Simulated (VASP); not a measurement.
Wanted: the native input for a VASP 6.6.1 run.

| Quantity | Value |
| --- | --- |
| Task | relaxation of cell and atoms |
| Functional | PBE |
| Dispersion | D4 |
| Potentials or basis | VASP PAW PBE potentials, release 64 (Ta_pv, N) |
| Cutoff | 600 eV |
| k mesh | 6 × 6 × 9 |
| Occupations | fermi-dirac, width 0.05 eV |
| Spin | no spin polarisation |
| Dipole correction | no |
| Further INCAR settings | ALGO = Normal; EDIFF = 1e-07; IBRION = 2; EDIFFG = -0.01; NSW = 60; ISIF = 3 |

The structure of TaN lies in POSCAR:

```
TaN
1.0
    5.1910000000      0.0000000000      0.0000000000
   -2.5955000000      4.4955378710      0.0000000000
    0.0000000000      0.0000000000      2.9080000000
Ta N
3 3
Direct
    0.6666666667      0.3333333333      0.5000000000
    0.3333333333      0.6666666667      0.5000000000
    0.0000000000      0.0000000000      0.0000000000
    0.0000000000      0.5000000000      0.0000000000
    0.5000000000      0.5000000000      0.0000000000
    0.5000000000      0.0000000000      0.0000000000
```

The input as run:

INCAR

```
ALGO = Normal
EDIFF = 1E-7
EDIFFG = -0.01
ENCUT = 600
GGA = PE
IBRION = 2
ISIF = 3
ISMEAR = -1
IVDW = 13
LASPH = True
LCHARG = False
LREAL = False
LWAVE = False
NELM = 100
NSW = 60
PREC = Accurate
SIGMA = 0.05
```

KPOINTS

```
k-points
0
Gamma
  6 6 9
```

Potentials or basis: VASP PAW PBE potentials, release 64 (Ta_pv, N).

Command:

```console
$ cat potpaw_PBE.64/Ta_pv/POTCAR potpaw_PBE.64/N/POTCAR > POTCAR
$ mpirun -np 1 vasp_std > vasp.out
```

Results of the run:

The relaxed volume is 11.52 Å³/atom. The relaxed cell is a = 5.225 Å, b = 5.225 Å, c = 2.923 Å, α = 90.00°, β = 90.00°, γ = 120.00° and the space group after relaxing (to 0.05 Å) is P6/mmm (No. 191). The energy gained by relaxing is 3.7 meV/atom. The ionic steps are 6. The pressure after relaxing is 0.1 GPa, the band gap on the k mesh is zero (band 24 reaches 8.79 eV, above the bottom of band 25 at 6.79 eV) and the dispersion energy per atom is -0.295 eV.

Caveat: spin-orbit coupling is left out, which moves the levels of the heavy elements; pairwise dispersion overbinds metals, which lowers pressure and volume.

It took 2.5 min on 1 thread of Intel(R) Xeon(R) 6975P-C (Granite Rapids), on a shared host, peak memory 0.25 GiB.
